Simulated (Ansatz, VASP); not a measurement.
# Al2Cu in VASP and in Ansatz

The input INCAR:

```
PREC = Accurate
ENCUT = 520
EDIFF = 1E-6
ISMEAR = -1
SIGMA = 0.3
LREAL = F
LASPH = T
NELM = 60
ALGO = Fast
ISIF = 2
LWAVE = F
LCHARG = T
GGA = PS
LELF = T
LVHAR = T
NBANDS = 16
```

File KPOINTS:

```
regular mesh
0
Gamma
  10 10 14
```

Contents of POSCAR:

```
Al2Cu
1.0
    4.1051820000      0.0000000000      0.0000000000
    0.0000000000      4.1051820000      0.0000000000
    0.0000000000      0.0000000000      2.8913130000
Al Cu
2 1
Direct
    0.5000000000      0.0000000000      0.5000000000
    0.0000000000      0.5000000000      0.5000000000
    0.0000000000      0.0000000000      0.0000000000
```

Input for Ansatz:

```yaml
crystal:
  lattice:
    - [4.105182, 0.0, 0.0]
    - [0.0, 4.105182, 0.0]
    - [0.0, 0.0, 2.891313]
  atoms:
    - { symbol: Al, position: [0.5, 0.0, 0.5] }
    - { symbol: Al, position: [0.0, 0.5, 0.5] }
    - { symbol: Cu, position: [0.0, 0.0, 0.0] }
basis:
  ecutwfc: 420
kpoints:
  mp_grid: { grid: [10, 10, 14] }
hamiltonian:
  xc: pbesol
scf:
  occupations: { method: fermi_dirac, width: 0.3 }
output:
  forces: true
  stress: true
  eigenvalues: true
```

Alike in both runs: task single point; functional PBEsol; k mesh 10 × 10 × 14; occupations fermi-dirac, width 0.3 eV; no spin polarisation.

|  | VASP | Ansatz |
| --- | --- | --- |
| version | VASP 6.6.1 | Ansatz 0.2.0 |
| potentials or method | VASP PAW PBE potentials, release 64 (Al, Cu), cutoff 520 eV | scalar-relativistic, plane waves, PAW |
| valence electrons in the cell | 17 | 25 |

VASP gave:

```
gap on the k mesh at the Fermi level (eV)                     : none
pressure (GPa)                                                : -1.7
traceless stress, the component that is largest in VASP (GPa) : -0.95
```

Q: Which values does Ansatz return?

A: gap on the k mesh at the Fermi level (eV): none; pressure (GPa): -1.8; traceless stress, the component that is largest in VASP (GPa): -0.95.

VASP's potentials were made for PBE, not for PBEsol. A gap of «none» marks a metal or a gap that the smearing closes. The functional is the same, so the differences come from potentials, cutoffs and numerics. VASP's potentials hold 17 valence electrons a cell and Ansatz's 25, so a difference there can come from the potentials and not from the codes.
